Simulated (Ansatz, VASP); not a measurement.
**One calculation of Sc, two programs**

```
Sc
1.0
     3.22691    0.00000    0.00000
    -1.61345    2.79458    0.00000
     0.00000    0.00000    5.00943
Sc
2
Direct
  0.33333 0.66667 0.25000
  0.66667 0.33333 0.75000
```

Alike in both runs: task single point; functional LDA; k mesh 11 × 11 × 6; occupations gaussian, width 0.03 eV; no spin polarisation.

```csv
,VASP,Ansatz
version,VASP 6.6.1,Ansatz 0.2.0
potentials or method,"VASP PAW LDA potentials, release 64 (Sc_sv), cutoff 500 eV","plane waves (420 eV) with PAW, scalar-relativistic"
valence electrons in the cell,22,22
```

VASP gave:

```
pressure (GPa)                                                : -0.2
traceless stress, the component that is largest in VASP (GPa) : -0.09
```

Q: Estimate Ansatz's values.

A: Pressure (GPa): -0.3; traceless stress, the component that is largest in VASP (GPa): -0.09.

Ansatz warns that its potentials were made for another functional, while VASP's fit it. LDA's correlation is that of Perdew and Zunger in VASP and of Perdew and Wang (1992) in Ansatz.
